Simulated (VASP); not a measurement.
# Na5Ag3Cl8 (P1) in VASP: relaxation of volume and atoms at fixed shape with PBEsol

Aim: the relaxation of volume and atoms at fixed shape of Na5Ag3Cl8 with PBEsol.

Everything below comes from runs of VASP 6.6.1. Logs are shortened: lines on timing, memory, paths and dates and some standing lists are left out, and cuts for length are marked.

**1. The cell of the first run**

The typed cell holds 64 atoms: a = 11.084 Å, b = 11.084 Å, c = 11.084 Å, α = 90.00°, β = 90.00°, γ = 90.00°.

**2. Relaxation of volume and atoms at fixed shape, PBEsol**

File INCAR:

```
PREC = Accurate
ENCUT = 500
EDIFF = 1E-7
ISMEAR = -1
SIGMA = 0.05
LREAL = Auto
LASPH = T
NELM = 120
ALGO = Normal
ISIF = 8
LWAVE = F
LCHARG = F
GGA = PS
IBRION = 2
NSW = 100
EDIFFG = -0.03
ISYM = -1
GGA_COMPAT = F
NELMIN = 4
KPAR = 1
```

File KPOINTS:

```
explicit points
1
Reciprocal
  0.25000000   0.25000000   0.25000000 1
```

File POSCAR:

```
Na5Ag3Cl8
1.0
   11.0842890000      0.0000000000      0.0000000000
    0.0000000000     11.0842890000      0.0000000000
    0.0000000000      0.0000000000     11.0842890000
Cl Na Ag
32 20 12
Direct
    0.2544740000      0.9983720000      0.0012020000
    0.2498570000      0.0005590000      0.4996870000
    0.2485330000      0.4986280000      0.0010890000
    0.2495380000      0.5024160000      0.4969170000
    0.7518380000      0.0015760000      0.0026730000
    0.7474390000      0.9996410000      0.5013650000
    0.7511400000      0.5000060000      0.9980650000
    0.7505690000      0.4985650000      0.4997630000
    0.9994400000      0.2490250000      0.9978220000
    0.9987880000      0.2465360000      0.5005460000
    0.0010080000      0.7472580000      0.0006180000
    0.0035590000      0.7524070000      0.5030450000
    0.4971400000      0.2508030000      0.0000490000
    0.4994600000      0.2512800000      0.5039980000
    0.5028350000      0.7546970000      0.9965610000
    0.4976250000      0.7497510000      0.5009470000
    0.0006560000      0.0019010000      0.2482400000
    0.0034820000      0.0009810000      0.7474120000
    0.9968470000      0.5003320000      0.2537400000
    0.9974150000      0.5011910000      0.7523540000
    0.4995740000      0.9997230000      0.2497430000
    0.4973450000      0.0007880000      0.7534580000
    0.5012110000      0.5013390000      0.2511640000
    0.4991440000      0.4981470000      0.7522980000
    0.2499110000      0.2533260000      0.2497800000
    0.2501870000      0.2495220000      0.7501280000
    0.2508390000      0.7527520000      0.2477610000
    0.2487060000      0.7538960000      0.7484720000
    0.7501020000      0.2538210000      0.2504530000
    0.7516480000      0.2517540000      0.7488890000
    0.7461450000      0.7496120000      0.2498170000
    0.7480840000      0.7499370000      0.7515220000
    0.0013300000      0.0000400000      0.0007230000
    0.0007020000      0.5008390000      0.4989460000
    0.4983810000      0.9992300000      0.9971980000
    0.5008740000      0.9966960000      0.5018820000
    0.4971460000      0.5015260000      0.9999250000
    0.4981200000      0.4983470000      0.4965400000
    0.2503480000      0.2508950000      0.9985200000
    0.2488110000      0.7473850000      0.9993270000
    0.2489370000      0.7507810000      0.5011930000
    0.7506150000      0.2514100000      0.0024870000
    0.7509740000      0.7473900000      0.9978590000
    0.7521720000      0.7496920000      0.5034600000
    0.2480060000      0.9994060000      0.7496050000
    0.2504630000      0.4980160000      0.2492700000
    0.2469800000      0.4957910000      0.7547790000
    0.7490730000      0.9988640000      0.7498570000
    0.7515170000      0.4996880000      0.7486870000
    0.0042720000      0.2523230000      0.7502090000
    0.5010150000      0.2470160000      0.2502600000
    0.4992040000      0.7533690000      0.7504020000
    0.0004350000      0.0005960000      0.5008830000
    0.9998230000      0.4980270000      0.0021530000
    0.2492250000      0.2485030000      0.5023840000
    0.7520710000      0.2505010000      0.5013930000
    0.2502520000      0.9973470000      0.2504760000
    0.7492360000      0.0002220000      0.2490000000
    0.7492300000      0.4976290000      0.2493000000
    0.0005080000      0.2510300000      0.2493010000
    0.9974770000      0.7517870000      0.2459770000
    0.0001610000      0.7497740000      0.7492410000
    0.4998920000      0.2484360000      0.7522480000
    0.5035570000      0.7494270000      0.2498300000
```

Potentials or basis: VASP PAW PBE potentials, release 64 (Cl, Na_pv, Ag).

The run is started by

```console
$ cat potpaw_PBE.64/Cl/POTCAR potpaw_PBE.64/Na_pv/POTCAR potpaw_PBE.64/Ag/POTCAR > POTCAR
$ mpirun -np 4 vasp_std > vasp.out
```

OUTCAR:

```text
PREC = Accurate
   ENCUT = 500
   EDIFF = 1E-7
   ISMEAR = -1
   LREAL = Auto
   LASPH = T
   NELM = 120
   ISIF = 8
   GGA = PS
   IBRION = 2
   NSW = 100
   EDIFFG = -0.03
   ISYM = -1
   NELMIN = 4

 ion  position               nearest neighbor table
   1  0.254  0.998  0.001-  35 2.70  57 2.76
   2  0.250  0.001  0.500-  55 2.75  57 2.76  53 2.76
   3  0.249  0.499  0.001-  54 2.76
   4  0.250  0.502  0.497-  55 2.82
   5  0.752  0.002  0.003-  58 2.73
   6  0.747  1.000  0.501-  56 2.78  58 2.80  53 2.80
   7  0.751  0.500  0.998-  54 2.76  59 2.78
   8  0.751  0.499  0.500-  56 2.75  59 2.78
   9  0.999  0.249  0.998-  54 2.76  60 2.79
  10  0.999  0.247  0.501-  53 2.73  56 2.74  55 2.78  60 2.79
  11  0.001  0.747  0.001-  61 2.72  54 2.76  62 2.79
  12  0.004  0.752  0.503-  41 2.72  62 2.73  53 2.75  61 2.85
  13  0.497  0.251  0.000-  63 2.75
  14  0.499  0.251  0.504-  63 2.75  55 2.77  56 2.80
  15  0.503  0.755  0.997-  35 2.71  52 2.73  64 2.81
  16  0.498  0.750  0.501-  64 2.78
  17  0.001  0.002  0.248-  60 2.76  57 2.77  61 2.77  58 2.79  53 2.80
  18  0.003  0.001  0.747-  45 2.71  53 2.73  62 2.78
  19  0.997  0.500  0.254-  34 2.72  59 2.75  60 2.76  61 2.79  54 2.79
  20  0.997  0.501  0.752-  49 2.73  62 2.76  54 2.77
  21  0.500  1.000  0.250-  57 2.76  58 2.77  64 2.77
  22  0.497  0.001  0.753-  35 2.70  63 2.75
  23  0.501  0.501  0.251-  38 2.72  59 2.75  64 2.75
  24  0.499  0.498  0.752-  63 2.77
  25  0.250  0.253  0.250-  46 2.71  60 2.76  55 2.80  57 2.84
  26  0.250  0.250  0.750-  50 2.73  55 2.75  63 2.77
  27  0.251  0.753  0.248-  57 2.71  64 2.80  61 2.81
  28  0.249  0.754  0.748-  45 2.72  62 2.76
  29  0.750  0.254  0.250-  59 2.70  60 2.78  56 2.78  58 2.81
  30  0.752  0.252  0.749-  56 2.74  63 2.79
  31  0.746  0.750  0.250-  64 2.69  58 2.78  61 2.79  59 2.79
  32  0.748  0.750  0.752-  62 2.79
  33  0.001  0.000  0.001-
  34  0.001  0.501  0.499-  19 2.72
  35  0.498  0.999  0.997-  22 2.70   1 2.70  15 2.71
  36  0.501  0.997  0.502-
[... 14 lines left out ...]
  51  0.501  0.247  0.250-
  52  0.499  0.753  0.750-  15 2.73
  53  0.000  0.001  0.501-  10 2.73  18 2.73  12 2.75   2 2.76  17 2.80   6 2.80
  54  1.000  0.498  0.002-   3 2.76   7 2.76   9 2.76  11 2.76  20 2.77  19 2.79
  55  0.249  0.249  0.502-  26 2.75   2 2.75  14 2.77  10 2.78  25 2.80   4 2.82
  56  0.752  0.251  0.501-  10 2.74  30 2.74   8 2.75   6 2.78  29 2.78  14 2.80
  57  0.250  0.997  0.250-  27 2.71   2 2.76   1 2.76  21 2.76  17 2.77  25 2.84
  58  0.749  0.000  0.249-   5 2.73  21 2.77  31 2.78  17 2.79   6 2.80  29 2.81
  59  0.749  0.498  0.249-  29 2.70  19 2.75  23 2.75   8 2.78   7 2.78  31 2.79
  60  0.001  0.251  0.249-  17 2.76  19 2.76  25 2.76  29 2.78  10 2.79   9 2.79
  61  0.997  0.752  0.246-  11 2.72  17 2.77  31 2.79  19 2.79  27 2.81  12 2.85
  62  0.000  0.750  0.749-  12 2.73  28 2.76  20 2.76  18 2.78  11 2.79  32 2.79
[... 208 lines left out ...]
   LHFCALC =     F    Hartree Fock is set to
   AEXX    =    0.0000 exact exchange contribution
   IVDW    =     0    specifies the selected vdW correction
   LEPSILON=     F    determine dielectric tensor
   LRPA    =     F    only Hartree local field effects (RPA)
 conjugate gradient relaxation of ions
 non-spin polarized calculation
  energy-cutoff  :      500.00
  volume of cell :     1361.83
 maximum number of plane-waves:     34556
 NGX is ok and might be reduce to    80
   NGX = 41   NGY = 41   NGZ = 41

--------------------------------------- Ionic step        1  -------------------------------------------

 number of electron     496.0000023 magnetization

 Free energy of the ion-electron system (eV)
  ---------------------------------------------------
  ext. energy  EPLUGINS =         0.00000000
  ---------------------------------------------------
  free energy    TOTEN  =      -212.23070832 eV

  energy without entropy =     -212.23070832  energy(sigma->0) =     -212.23070832

------------------------ aborting loop because EDIFF is reached ----------------------------------------

  FORCE on cell =-STRESS in cart. coord.  units (eV):
  Direction    XX          YY          ZZ          XY          YZ          ZX
  --------------------------------------------------------------------------------------
  -------------------------------------------------------------------------------------
  Total       -2.4390497     -2.2848829     -1.9105874     -0.4046073     -0.3761451     -0.3373630
  in kB       -2.8695098     -2.6881346     -2.2477808     -0.4760151     -0.4425297     -0.3969031
  external PRESSURE =      -2.6018084 kB  Pullay stress =       0.0000000 kB
[... 275 lines left out ...]
  FREE ENERGIE OF THE ION-ELECTRON SYSTEM (eV)
  ---------------------------------------------------
  free  energy   TOTEN  =      -212.3884546987 eV

  energy  without entropy=     -212.3884546986  energy(sigma->0) =     -212.38845470

[... ionic steps 4 to 10 ...]

--------------------------------------- Ionic step       11  -------------------------------------------

 number of electron     496.0000068 magnetization

------------------------ aborting loop because EDIFF is reached ----------------------------------------
[... 191 lines left out ...]
--------------------------------------- Ionic step       13  -------------------------------------------

 number of electron     496.0000045 magnetization

 Free energy of the ion-electron system (eV)
  ---------------------------------------------------
  ext. energy  EPLUGINS =         0.00000000
  ---------------------------------------------------
  free energy    TOTEN  =      -212.47422638 eV

  energy without entropy =     -212.47422638  energy(sigma->0) =     -212.47422638

 E-fermi :   3.2626     XC(G=0):  -9.1995

 val. band max:        2.0413076916   @ k =   0.2500   0.2500   0.2500
 cond. band min:       4.8440174858   @ k =   0.2500   0.2500   0.2500
 fundamental gap:      2.8027097941
 Fermi energy:         3.2626289844

 k-point     1 :       0.2500    0.2500    0.2500
  band No.  band energies     occupation
      1     -20.3135      2.00000
      2     -20.3125      2.00000
      3     -20.3119      2.00000
      4     -20.3111      2.00000
      5     -20.3098      2.00000
      6     -20.3069      2.00000
[... 252 lines left out ...]
    259       6.8071      0.00000
    260       6.9825      0.00000
 [bands above 260 left out]

------------------------ aborting loop because EDIFF is reached ----------------------------------------

  FORCE on cell =-STRESS in cart. coord.  units (eV):
  Direction    XX          YY          ZZ          XY          YZ          ZX
  --------------------------------------------------------------------------------------
  -------------------------------------------------------------------------------------
  Total        0.2282198      0.1980569      0.1179942     -0.3658633     -0.3487844     -0.4109688
  in kB        0.2696136      0.2339799      0.1393956     -0.4322224     -0.4120459     -0.4855090
  external PRESSURE =       0.2143297 kB  Pullay stress =       0.0000000 kB
[... 79 lines left out ...]
  FREE ENERGIE OF THE ION-ELECTRON SYSTEM (eV)
  ---------------------------------------------------
  free  energy   TOTEN  =      -212.4742263774 eV

  energy  without entropy=     -212.4742263773  energy(sigma->0) =     -212.47422638

 reached required accuracy - stopping structural energy minimisation
```

It took 40 min on 4 MPI ranks of Intel Xeon Platinum 8259CL at 2.50GHz (Skylake/Cascade Lake), shared host; peak memory 0.52 GiB.

What came out:

```yaml
Free_energy: -212.4742 eV
Relaxed_volume: 21.19 Å³/atom
Relaxed_cell: a = 11.069 Å, b = 11.069 Å, c = 11.069 Å, α = 90.00°, β = 90.00°, γ = 90.00°
Space_group_after_relaxing_to_0.1_Å: P1 (No. 1)
Energy_gained_by_relaxing: 3.8 meV/atom
Ionic_steps: 13
Pressure_after_relaxing: 0.0 GPa
Largest_force_after_relaxing: 0.021 eV/Å
Band_gap_on_the_k_mesh: 2.80 eV
```

Forces in eV/Å, atoms in the order of the input:
```
Cl  -0.010 -0.001 -0.004
Cl   0.000  0.011 -0.008
Cl  -0.003  0.007 -0.001
Cl  -0.004  0.008  0.002
Cl  -0.005 -0.008 -0.011
Cl   0.007  0.002 -0.002
Cl   0.004  0.000  0.007
Cl   0.000  0.009 -0.002
Cl   0.008  0.006  0.003
Cl   0.000 -0.003 -0.008
Cl  -0.006  0.000 -0.007
Cl  -0.008  0.001  0.012
Cl   0.004 -0.006  0.003
Cl  -0.005  0.000  0.009
Cl  -0.002 -0.009  0.002
Cl   0.001  0.005  0.005
Cl   0.000 -0.001  0.019
Cl  -0.003  0.001  0.003
Cl  -0.005 -0.002 -0.021
Cl   0.012 -0.007 -0.009
Cl  -0.002  0.004  0.000
Cl  -0.001  0.008 -0.009
Cl  -0.005 -0.007 -0.006
Cl  -0.002 -0.002  0.001
Cl  -0.006 -0.002  0.000
Cl   0.002  0.002  0.001
Cl   0.005 -0.001 -0.002
Cl   0.001 -0.004  0.010
Cl   0.005 -0.002  0.009
Cl  -0.003 -0.004  0.006
Cl  -0.002  0.001 -0.004
Cl   0.003  0.002 -0.002
Na   0.005  0.001 -0.002
Na   0.004 -0.001 -0.011
Na  -0.001 -0.001 -0.001
Na  -0.005  0.002  0.004
Na   0.006 -0.005  0.008
Na  -0.005  0.012  0.009
Na   0.002 -0.003  0.001
Na   0.005  0.002 -0.010
Na   0.003  0.006  0.003
Na  -0.003  0.001 -0.002
Na  -0.003 -0.002 -0.010
Na  -0.003  0.002  0.005
Na   0.004  0.006  0.000
Na  -0.002  0.000 -0.005
Na   0.004  0.007 -0.006
Na   0.004  0.005  0.002
Na   0.001  0.000  0.005
Na  -0.004 -0.007  0.001
Na   0.000 -0.003  0.001
Na  -0.001 -0.001  0.001
Ag   0.004 -0.005  0.017
Ag   0.004 -0.007 -0.015
Ag   0.002  0.006  0.004
Ag   0.002  0.008  0.008
Ag   0.008  0.005 -0.005
Ag  -0.006 -0.002 -0.009
Ag  -0.005  0.001  0.000
Ag   0.003 -0.003 -0.009
Ag   0.000 -0.021  0.005
Ag   0.004 -0.003  0.001
Ag   0.000 -0.004  0.014
Ag  -0.006 -0.002  0.002
```

Step by step:
```tsv
step	energy change (eV)	largest force (eV/Å)	pressure (GPa)	volume (Å³)
1	0.0000	0.3308	-0.26	1361.83
2	-0.0724	0.2725	-0.07	1355.03
3	-0.1577	0.1030	0.57	1334.82
4	-0.2090	0.0811	0.27	1346.49
5	-0.2211	0.0924	0.06	1354.94
6	-0.2212	0.0934	0.04	1355.67
7	-0.2278	0.0763	0.00	1357.12
8	-0.2341	0.0457	-0.09	1359.73
9	-0.2345	0.0425	-0.12	1360.61
10	-0.2383	0.0431	0.02	1355.54
11	-0.2383	0.0435	0.05	1354.57
12	-0.2409	0.0358	0.04	1355.18
13	-0.2435	0.0215	0.02	1356.20
```

Final structure:
```
Cl Na Ag
1.0
    11.06897    0.00000    0.00000
     0.00000   11.06897    0.00000
     0.00000    0.00000   11.06897
Cl Na Ag
32 20 12
Cartesian
  2.7652 0.0047 0.0294
  2.7299 0.0601 5.4781
  2.7480 5.5211 0.0127
  2.7563 5.5114 5.5264
  8.3119 0.0079 0.0408
  8.3373 0.0577 5.4737
  8.3279 5.5244 0.0385
  8.3052 5.4936 5.4983
  0.0010 2.7842 0.0276
  0.0103 2.7303 5.4801
  0.0050 8.2569 0.0071
  0.0013 8.3322 5.5232
  5.5376 2.7733 0.0007
  5.5303 2.7647 5.5890
  5.5340 8.2998 0.0245
  5.5336 8.3034 5.5100
  11.0599 11.0409 2.8182
  11.0686 11.0323 8.2894
  11.0047 5.5727 2.7166
  11.0568 5.5721 8.3255
  5.5486 11.0196 2.7710
  5.5359 0.0159 8.3047
  5.5567 5.5642 2.7696
  5.5353 5.5188 8.3098
  2.7250 2.7240 2.8205
  2.7954 2.7658 8.2752
  2.7554 8.3433 2.7685
  2.7385 8.3102 8.2912
  8.3577 2.7620 2.8337
  8.2803 2.7697 8.2769
  8.3036 8.3060 2.7725
  8.3255 8.3049 8.2945
  0.0011 11.0440 0.0559
  11.0528 5.5233 5.5019
  5.5387 11.0674 0.0218
  5.5350 0.0167 5.5164
  5.5434 5.5391 0.0096
  5.5411 5.5126 5.5294
  2.7603 2.7638 0.0216
  2.7482 8.2977 0.0200
  2.7459 8.3357 5.5095
  8.3161 2.7760 0.0455
  8.3250 8.2909 0.0374
  8.3228 8.3190 5.4986
  2.7575 0.0078 8.2701
  2.7245 5.5372 2.7704
  2.7538 5.5290 8.3058
  8.3082 0.0077 8.2734
  8.3032 5.5309 8.3024
  0.0035 2.7674 8.2650
  5.5542 2.7478 2.8128
  5.5328 8.3028 8.3015
  11.0679 11.0673 5.5466
  0.0035 5.5256 11.0612
  2.7699 2.7851 5.5476
  8.3027 2.7724 5.5521
  2.7635 11.0629 2.7533
  8.3082 11.0647 2.7577
  8.2853 5.5374 2.7673
  0.0029 2.7686 2.7582
  11.0618 8.3186 2.7636
  11.0650 8.3036 8.3001
  5.5391 2.7692 8.3250
  5.5351 8.2945 2.7674
```

Caveat: the PAW data sets were made with another functional, which shifts forces and pressure a little; a shifted mesh leaves out Γ, where band edges can lie.
